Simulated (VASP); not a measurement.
Input of a VASP 6.6.1 run:

INCAR

```
SYSTEM = PbS
PREC     = Accurate       ! precision mode
ENCUT    = 520            ! plane-wave cutoff, eV
EDIFF    = 1E-7           ! SCF threshold, eV
ISMEAR   = -1             ! smearing method
SIGMA    = 0.06           ! smearing width, eV
LREAL    = .False.        ! projectors in reciprocal space
LASPH    = .True.         ! aspherical terms in the spheres
NELM     = 80             ! most SCF steps
ALGO     = Normal         ! electronic algorithm
ISIF     = 2              ! what is computed and relaxed
LWAVE    = .False.        ! write WAVECAR
LCHARG   = .True.         ! write CHGCAR
GGA      = CA             ! functional
LELF     = .True.         ! ELF
LVHAR    = .True.       
NBANDS   = 17             ! bands
```

The input KPOINTS:

```
regular mesh
0
Gamma
  8 8 8
  0 0 0
```

POSCAR

```
PbS
1.0
    0.0000000000      2.9147360000      2.9147360000
    2.9147360000      0.0000000000      2.9147360000
    2.9147360000      2.9147360000      0.0000000000
Pb S
1 1
Direct
    0.0000000000      0.0000000000      0.0000000000
    0.5000000000      0.5000000000      0.5000000000
```

Potentials or basis: VASP PAW LDA potentials, release 64 (Pb_d, S).

Run with:

```console
$ cat potpaw_LDA.64/Pb_d/POTCAR potpaw_LDA.64/S/POTCAR > POTCAR
$ mpirun -np 1 vasp_std > vasp.out
```

Problem. What does it give for the band gap on the k mesh?

Solution. 0.01 eV, direct.

Problem. Predict the pressure.

Solution. 0.5 GPa.

Caveat: spin-orbit coupling is left out, which moves the levels of the heavy elements. A k mesh can miss the band edges.
